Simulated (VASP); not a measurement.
# TeP2 (P-6m2) in VASP: further runs, part 2 of 2

VASP 6.6.1. The steps go on from the part before.

## 3. Single point, PBE

This run uses another cell than the first one, of 26.37 Å³/atom, 1.484 times its volume.

File INCAR:

```
SYSTEM = TeP2
  PREC = Accurate
  ENCUT = 520
  EDIFF = 1E-6
  ISMEAR = 0
  SIGMA = 0.1
  LREAL = .False.
  LASPH = .True.
  NELM = 60
  ALGO = Normal
  ISIF = 2
  LWAVE = .False.
  LCHARG = .False.
  GGA = PE
  NBANDS = 15
```

File KPOINTS:

```
Automatic mesh
0
Gamma
  12 12 10
  0 0 0
```

File POSCAR:

```
TeP2
1.0
    4.1713264136      0.0000000000      0.0000000000
   -2.0856632068      3.6124746417      0.0000000000
    0.0000000000      0.0000000000      5.2508486602
Te P
1 2
Direct
    0.0000000000      0.0000000000      0.0000000000
    0.6666666667      0.3333333333      0.6970853639
    0.6666666667      0.3333333333      0.3029146361
```

Potentials or basis: VASP PAW PBE potentials, release 64 (Te, P).

Launch:

```
> cat potpaw_PBE.64/Te/POTCAR potpaw_PBE.64/P/POTCAR > POTCAR
> mpirun -np 1 vasp_std > vasp.out
```

OUTCAR:

```text
SYSTEM = TeP2
   PREC = Accurate
   ENCUT = 520
   EDIFF = 1E-6
   ISMEAR = 0
   LREAL = .False.
   LASPH = .True.
   NELM = 60
   ISIF = 2
   GGA = PE

 ion  position               nearest neighbor table
   1  0.000  0.000  0.000-   2 2.89   3 2.89   2 2.89   3 2.89   2 2.89   3 2.89
   2  0.667  0.333  0.697-   3 2.07   1 2.89   1 2.89   1 2.89
   3  0.667  0.333  0.303-   2 2.07   1 2.89   1 2.89   1 2.89

  LATTYP: Found a hexagonal cell.
 ALAT       =     4.1713264136
 C/A-ratio  =     1.2587959175

  Lattice vectors:

 A1 = (   4.1713264136,   0.0000000000,   0.0000000000)
 A2 = (  -2.0856632068,   3.6124746417,   0.0000000000)
 A3 = (   0.0000000000,   0.0000000000,   5.2508486602)

Analysis of symmetry for initial positions (statically):
=====================================================================
 Subroutine PRICEL returns:
 Original cell was already a primitive cell.

 Routine SETGRP: Setting up the symmetry group for a
 hexagonal supercell.

 Subroutine GETGRP returns: Found 12 space group operations
 (whereof 12 operations were pure point group operations)
 out of a pool of 24 trial point group operations.

The static configuration has the point symmetry D_3h.

Analysis of symmetry for dynamics (positions and initial velocities):
=====================================================================
 Subroutine PRICEL returns:
 Original cell was already a primitive cell.

 Routine SETGRP: Setting up the symmetry group for a
 hexagonal supercell.

 Subroutine GETGRP returns: Found 12 space group operations
 (whereof 12 operations were pure point group operations)
 out of a pool of 24 trial point group operations.

The dynamic configuration has the point symmetry D_3h.

 Subroutine INISYM returns: Found 12 space group operations
 (whereof 12 operations are pure point group operations),
 and found     1 'primitive' translations

----------------------------------------------------------------------------------------

                                     Primitive cell

  volume of cell :      79.1240

  direct lattice vectors                    reciprocal lattice vectors
     4.171326414  0.000000000  0.000000000     0.239731898  0.138409276  0.000000000
    -2.085663207  3.612474642  0.000000000     0.000000000  0.276818552  0.000000000
     0.000000000  0.000000000  5.250848660     0.000000000  0.000000000  0.190445405

  length of vectors
     4.171326414  4.171326414  5.250848660     0.276818552  0.276818552  0.190445405

  position of ions in fractional coordinates (direct lattice)
     0.000000000  0.000000000  0.000000000
     0.666666667  0.333333333  0.697085364
     0.666666667  0.333333333  0.302914636

  ion indices of the primitive-cell ions
   primitive index   ion index
                 1           1
                 2           2
                 3           3

----------------------------------------------------------------------------------------

 KPOINTS: Automatic mesh

Automatic generation of k-mesh.
 Grid dimensions read from file:
 generate k-points for:   12   12   10

 Generating k-lattice:

  Cartesian coordinates                     Fractional coordinates (reciprocal lattice)
[... 21 lines left out ...]
  0.333333 -0.000000  0.000000      6.000000
  0.416667 -0.000000  0.000000      6.000000
[... 16 lines left out ...]
  0.250000  0.000000  0.100000     12.000000
  0.333333 -0.000000  0.100000     12.000000
 [... further k-points ...]
   k-points           NKPTS =    114   k-points in BZ     NKDIM =    114   number of bands    NBANDS=     15
   number of dos      NEDOS =    301   number of ions     NIONS =      3
   total plane-waves  NPLWV =  40960
   dimension x,y,z NGX =    32 NGY =   32 NGZ =   40
   dimension x,y,z NGXF=    64 NGYF=   64 NGZF=   80
   ions per type =               1   2
   NGX,Y,Z   is equivalent  to a cutoff of  12.75, 12.75, 12.66 a.u.
   NGXF,Y,Z  is equivalent  to a cutoff of  25.51, 25.51, 25.33 a.u.
 SYSTEM =  TeP2
   PREC   = accura    normal or accurate (medium, high low for compatibility)
   ISTART =      0    job   : 0-new  1-cont  2-samecut
   ICHARG =      2    charge: 1-file 2-atom 10-const
   ISPIN  =      1    spin polarized calculation?
   LNONCOLLINEAR =      F non collinear calculations
   LSORBIT =      F    spin-orbit coupling
   LASPH  =      T    aspherical Exc in radial PAW
   ENCUT  =  520.0 eV  38.22 Ry    6.18 a.u.   7.76  7.76  9.76*2*pi/ulx,y,z
   NELM   =     60;   NELMIN=  2; NELMDL= -5     # of ELM steps
   EDIFF  = 0.1E-05   stopping-criterion for ELM
   LREAL  =      F    real-space projection
   EDIFFG = 0.1E-04   stopping-criterion for IOM
   NSW    =      0    number of steps for IOM
   IBRION =     -1    ionic relax: 0-MD 1-quasi-New 2-CG
   NFREE  =      0    steps in history (QN), initial steepest desc. (CG)
   ISIF   =      2    stress and relaxation
   ISYM   =      2    0-nonsym 1-usesym 2-fastsym
   POTIM  = 0.5000    time-step for ionic-motion
   TEBEG  =    0.0;   TEEND  =   0.0 temperature during run
   PSTRESS=    0.0 pullay stress
   NELECT =      16.0000    total number of electrons
   NUPDOWN=      -1.0000    fix difference up-down
   EMIN   =  10.00;   EMAX   =-10.00  energy-range for DOS
   EFERMI =   0.00;   METHOD = LEGACY
   ISMEAR =     0;   SIGMA  =   0.10  broadening in eV -4-tet -1-fermi 0-gaus
   EFERMI_NEDOS =   21; number of points for ismear=-14 and -15
   IALGO  =     38    algorithm
   IMIX   =      4    mixing-type and parameters
     AMIX     =   0.40;   BMIX     =  1.00
     AMIX_MAG =   1.60;   BMIX_MAG =  1.00
  volume/ion in A,a.u.               =      26.37       177.99
  Fermi-wavevector in a.u.,A,eV,Ry     =   0.960901  1.815840 12.562678  0.923331
  Thomas-Fermi vector in A             =   2.090226
   LORBIT       =      0    0 simple, 1 ext, 2 COOP (PROOUT), +10 PAW based schemes
   GGA     = PE    functional components
   LHFCALC =     F    Hartree Fock is set to
   AEXX    =    0.0000 exact exchange contribution
   IVDW    =     0    specifies the selected vdW correction
   LEPSILON=     F    determine dielectric tensor
   LRPA    =     F    only Hartree local field effects (RPA)
 non-spin polarized calculation
 Gauss-broadening in eV      SIGMA  =   0.10
  energy-cutoff  :      520.00
  volume of cell :       79.12
 maximum number of plane-waves:      2173
 NGX is ok and might be reduce to    32
   NGX = 15   NGY = 15   NGZ = 19

 number of electron      16.0000000 magnetization

 Free energy of the ion-electron system (eV)
  ---------------------------------------------------
  ext. energy  EPLUGINS =         0.00000000
  ---------------------------------------------------
  free energy    TOTEN  =       -12.41616189 eV

  energy without entropy =      -12.41035822  energy(sigma->0) =      -12.41326006

 E-fermi :   5.3177     XC(G=0):  -9.0267

 val. band max:        5.3163722128   @ k =   0.0833   0.0833   0.2000
 cond. band min:       5.3490958953   @ k =   0.1667   0.0833   0.1000
 fundamental gap:      0.0327236825
 Fermi energy:         5.3176909848

 k-point     1 :       0.0000    0.0000    0.0000
  band No.  band energies     occupation
      1      -8.8377      2.00000
      2      -5.0995      2.00000
      3      -3.3184      2.00000
      4       2.0583      2.00000
      5       2.0583      2.00000
      6       2.3100      2.00000
      7       5.0378      1.99992
      8       5.0378      1.99992
      9       5.5566      0.00073
     10       6.2507      0.00000
     11       6.2507      0.00000
     12       8.7175      0.00000
     13      10.8157      0.00000
     14      10.8157      0.00000
[... 401 lines left out ...]
      2      -5.7646      2.00000
      3      -2.7821      2.00000
      4      -0.4510      2.00000
      5       1.2144      2.00000
      6       1.9339      2.00000
      7       3.1771      2.00000
      8       5.0844      1.99903
      9       5.5356      0.00206
     10       6.6154      0.00000
     11       7.9316      0.00000
     12       9.9456      0.00000
     13      10.8937      0.00000
     14      12.0572      0.00000
     15      12.3060      0.00000

 [... further k-points ...]
[... 5 lines left out ...]
  --------------------------------------------------------------------------------------
  -------------------------------------------------------------------------------------
  Total       -0.0397662     -0.0397662     -0.1566850      0.0000000     -0.0000000      0.0000000
  in kB       -0.8052236     -0.8052236     -3.1727029      0.0000000     -0.0000000      0.0000000
  external PRESSURE =      -1.5943833 kB  Pullay stress =       0.0000000 kB

 VOLUME and BASIS-vectors are now :
 -----------------------------------------------------------------------------
  energy-cutoff  :      520.00
  volume of cell :       79.12
      direct lattice vectors                 reciprocal lattice vectors
     4.171326414  0.000000000  0.000000000     0.239731898  0.138409276  0.000000000
    -2.085663207  3.612474642  0.000000000     0.000000000  0.276818552  0.000000000
     0.000000000  0.000000000  5.250848660     0.000000000  0.000000000  0.190445405

 POSITION                                       TOTAL-FORCE (eV/Angst)
 -----------------------------------------------------------------------------------
      0.00000      0.00000      0.00000         0.000000     -0.000000      0.000000
      2.08566      1.20416      3.66029        -0.000000      0.000000     -0.051984
      2.08566      1.20416      1.59056        -0.000000      0.000000      0.051984
 -----------------------------------------------------------------------------------
    total drift:                               -0.000000      0.000000      0.000000

  FREE ENERGIE OF THE ION-ELECTRON SYSTEM (eV)
  ---------------------------------------------------
  free  energy   TOTEN  =       -12.4161618914 eV

  energy  without entropy=      -12.4103582193  energy(sigma->0) =      -12.41326006
```

OSZICAR:

```text
N       E                     dE             d eps       ncg     rms          rms(c)
DAV:   1     0.489686088578E+02    0.48969E+02   -0.58744E+03  3420   0.855E+02
DAV:   2    -0.971208350962E+01   -0.58681E+02   -0.53875E+02  4495   0.139E+02
DAV:   3    -0.128497899011E+02   -0.31377E+01   -0.31000E+01  4610   0.322E+01
DAV:   4    -0.128899204553E+02   -0.40131E-01   -0.40114E-01  4316   0.450E+00
DAV:   5    -0.128908246098E+02   -0.90415E-03   -0.90410E-03  4750   0.667E-01    0.115E+01
DAV:   6    -0.124154423342E+02    0.47538E+00   -0.69600E-01  3945   0.603E+00    0.732E+00
DAV:   7    -0.124166793541E+02   -0.12370E-02   -0.20442E-01  4512   0.232E+00    0.431E+00
DAV:   8    -0.124173645121E+02   -0.68516E-03   -0.13808E-02  4282   0.786E-01    0.487E-01
DAV:   9    -0.124161274137E+02    0.12371E-02   -0.29968E-03  4162   0.391E-01    0.232E-01
DAV:  10    -0.124161505591E+02   -0.23145E-04   -0.56658E-04  4596   0.145E-01    0.105E-01
DAV:  11    -0.124161557513E+02   -0.51922E-05   -0.64344E-05  4526   0.472E-02    0.252E-02
DAV:  12    -0.124161592316E+02   -0.34803E-05   -0.63236E-06  4687   0.144E-02    0.142E-02
DAV:  13    -0.124161616003E+02   -0.23687E-05   -0.22435E-06  4078   0.932E-03    0.874E-03
DAV:  14    -0.124161618914E+02   -0.29116E-06   -0.29967E-07  3264   0.389E-03
   1 F= -.12416162E+02 E0= -.12413260E+02  d E =-.580367E-02
```

Run time: 1.7 min. Hardware: 1 thread of Intel Xeon Platinum 8488C (Sapphire Rapids), shared host; peak memory 0.27 GiB.

What came out:

```
Free energy            : -12.4162 eV
Pressure               : -0.2 GPa
Largest force          : 0.052 eV/Å
Band gap on the k mesh : zero (band 8 reaches 5.54 eV, above the bottom of band 9 at 5.14 eV)
```

Forces in eV/Å, atoms in the order of the input:
```
Te   0.000  0.000  0.000
P    0.000  0.000 -0.052
P    0.000  0.000  0.052
```

Levels at points of the mesh, in eV from the Fermi level:
```csv
k point,band 4,band 5,band 6,band 7,band 8,band 9,band 10,band 11,band 12,band 13
"(0.00, 0.00, 0.00)",-3.26,-3.26,-3.01,-0.28,-0.28,0.24,0.93,0.93,3.40,5.50
"(0.50, 0.00, 0.00)",-6.41,-4.36,-3.66,-2.86,0.14,0.39,0.64,2.79,4.79,7.08
"(0.00, 0.00, 0.50)",-4.06,-2.52,-2.52,-1.83,-1.83,0.83,1.36,1.36,1.87,5.95
"(0.50, 0.00, 0.50)",-5.23,-3.68,-2.41,-2.34,-2.21,0.52,1.59,3.34,3.90,5.34
```

Caveat: spin-orbit coupling is left out, which moves the levels of the heavy elements.

## 4. Single point, PBE

This run uses another cell than the first one, of 26.35 Å³/atom, 1.482 times its volume.

File INCAR:

```
SYSTEM = TeP2
PREC = Accurate
ENCUT = 520
EDIFF = 1E-7
ISMEAR = 0
SIGMA = 0.1
LREAL = .FALSE.
LASPH = .TRUE.
NELM = 60
ALGO = Normal
ISIF = 2
LWAVE = .FALSE.
LCHARG = .FALSE.
GGA = PE
NBANDS = 15
```

File KPOINTS:

```
regular mesh
0
G
  12 12 8
  0 0 0
```

File POSCAR:

```
TeP2
1.0
    4.1728522116      0.0000000000      0.0000000000
   -2.0864261058      3.6137960215      0.0000000000
    0.0000000000      0.0000000000      5.2418132837
Te P
1 2
Direct
    0.0000000000      0.0000000000      0.0000000000
    0.6666666667      0.3333333333      0.6974818159
    0.6666666667      0.3333333333      0.3025181841
```

Launch:

```
> cat potpaw_PBE.64/Te/POTCAR potpaw_PBE.64/P/POTCAR > POTCAR
> mpirun -np 1 vasp_std > vasp.out
```

Run time: 96 s. Hardware: 1 thread of Intel Xeon Platinum 8488C (Sapphire Rapids), shared host; peak memory 0.26 GiB.

It converged, with:

```
Free energy            : -12.4138 eV
Pressure               : -0.1 GPa
Largest force          : 0.046 eV/Å
Band gap on the k mesh : zero (band 8 reaches 5.64 eV, above the bottom of band 9 at 5.16 eV)
```

Forces on the atoms (eV/Å):
```
Te   0.000  0.000  0.000
P    0.000  0.000 -0.046
P    0.000  0.000  0.046
```

Stress tensor (GPa, compression positive):
```
 0.00  0.00  0.00
 0.00  0.00  0.00
 0.00  0.00 -0.26
```

Levels at points of the mesh, in eV from the Fermi level:
```csv
k point,band 5,band 6,band 7,band 8,band 9,band 10,band 11,band 12
"(0.00, 0.00, 0.00)",-3.31,-3.06,-0.31,-0.31,0.21,0.90,0.90,3.37
"(0.50, 0.00, 0.00)",-4.40,-3.69,-2.89,0.11,0.36,0.62,2.77,4.77
"(0.00, 0.00, 0.50)",-2.56,-2.56,-1.87,-1.87,0.79,1.32,1.32,1.83
"(0.50, 0.00, 0.50)",-3.73,-2.43,-2.38,-2.24,0.50,1.57,3.31,3.88
```

Caveat: spin-orbit coupling is left out, which moves the levels of the heavy elements.

## 5. The runs side by side

| task | cell | k mesh | cutoff (eV) | gap on the mesh (eV) | pressure (GPa) | largest force (eV/Å) |
| --- | --- | --- | --- | --- | --- | --- |
| relaxation of cell and atoms | relaxed from a = 3.393, b = 3.393, c = 5.349 Å, angles 90.0, 90.0, 120.0°, 3 atoms | 6 × 6 × 4 | 600 | none | 0.2 | 0.03 |
| single point | a = 4.171, b = 4.171, c = 5.251 Å, angles 90.0, 90.0, 120.0°, 3 atoms | 12 × 12 × 10 | 520 | none | -0.2 | 0.05 |
| single point | a = 4.173, b = 4.173, c = 5.242 Å, angles 90.0, 90.0, 120.0°, 3 atoms | 12 × 12 × 8 | 520 | none | -0.1 | 0.05 |

Alike in all rows: level PBE; potentials or basis VASP PAW PBE potentials, release 64 (Te, P); no spin polarisation; smearing gaussian 0.1 eV.

Caveats: spin-orbit coupling is left out, which moves the levels of the heavy elements; the volume moved by over 15 % at a fixed basis, so the end points are rough (some runs).

Absolute energies hang on the potentials; compare differences alone.
